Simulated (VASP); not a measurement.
Input of a VASP 6.6.1 run:

The input INCAR:

```
SYSTEM = Al2BN3
ALGO = Normal
EDIFF = 1E-6
ENCUT = 520
GGA = PE
ISIF = 2
ISMEAR = 0
LASPH = .True.
LCHARG = .True.
LELF = .True.
LREAL = .False.
LVHAR = .True.
LWAVE = .False.
NBANDS = 21
NELM = 60
PREC = Accurate
SIGMA = 0.1
```

Contents of KPOINTS:

```
k-points
0
Gamma
  6 6 6
  0 0 0
```

Contents of POSCAR:

```
Al2BN3
1.0
    2.4948452146      1.4403995549      3.2954806306
   -2.4948452146      1.4403995549      3.2954806306
    0.0000000000     -2.8807991137      3.2954806290
Al B N
2 1 3
Direct
    0.2838801177      0.2838801177      0.2838801177
    0.7161198823      0.7161198823      0.7161198823
    0.5000000000      0.5000000000      0.5000000000
    0.0000000000      0.0000000000      0.5000000000
    0.5000000000      0.0000000000      0.0000000000
    0.0000000000      0.5000000000      0.0000000000
```

Potentials or basis: VASP PAW PBE potentials, release 64 (Al, B, N).

Launch:

```console
$ cat potpaw_PBE.64/Al/POTCAR potpaw_PBE.64/B/POTCAR potpaw_PBE.64/N/POTCAR > POTCAR
$ mpirun -np 1 vasp_std > vasp.out
```

Question: Estimate the band gap on the k mesh.

Answer: Zero (bands 12 and 13 overlap by 1.20 eV).

Question: Estimate the pressure.

Answer: -0.1 GPa.

Question: What does it give for the largest force?

Answer: 0.008 eV/Å.

Forces on the atoms (eV/Å):
```
Al   0.000  0.000 -0.008
Al   0.000  0.000  0.008
B    0.000  0.000  0.000
N    0.000  0.000  0.000
N    0.000  0.000  0.000
N    0.000  0.000  0.000
```
